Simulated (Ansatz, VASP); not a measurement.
## C in VASP and in Ansatz

```xyz
8
Lattice="2.5221 0.0000 0.0000 -1.2611 2.1842 0.0000 0.0000 0.0000 8.2371" Properties=species:S:1:pos:R:3 pbc="T T T"
C     1.2611    0.7281    6.9501
C     0.0000    1.4561    2.8315
C     1.2611    0.7281    5.4056
C     0.0000    1.4561    1.2870
C     0.0000    0.0000    7.4649
C     0.0000    0.0000    3.3463
C     0.0000    0.0000    4.8908
C     0.0000    0.0000    0.7722
```

Alike in both runs: task single point; functional r2SCAN; dispersion D3(BJ); k mesh 12 × 12 × 4; occupations fermi-dirac, width 0.05 eV; no spin polarisation.

|  | VASP | Ansatz |
| --- | --- | --- |
| version | VASP 6.6.1 | Ansatz 0.2.0 |
| potentials or method | VASP PAW PBE potentials, release 64 (C) | Ansatz PAW |
| plane-wave cutoff (eV) | 520 | 500 |
| valence electrons in the cell | 32 | 32 |

VASP gave:

```
gap on the k mesh at the Fermi level (eV)                     : 4.62
least direct gap on the mesh (eV)                             : 5.40
pressure (GPa)                                                : -3.4
traceless stress, the component that is largest in VASP (GPa) : 8.75
rms of the force components (eV/Å)                            : 0.200
```

Estimate Ansatz's values.

gap on the k mesh at the Fermi level (eV): 4.64; least direct gap on the mesh (eV): 5.45; pressure (GPa): -4.5; traceless stress, the component that is largest in VASP (GPa): 8.72; rms of the force components (eV/Å): 0.199.

VASP's potentials were made for PBE, not for r2SCAN. Atom by atom the forces differ by 0.001 eV/Å (rms over components).
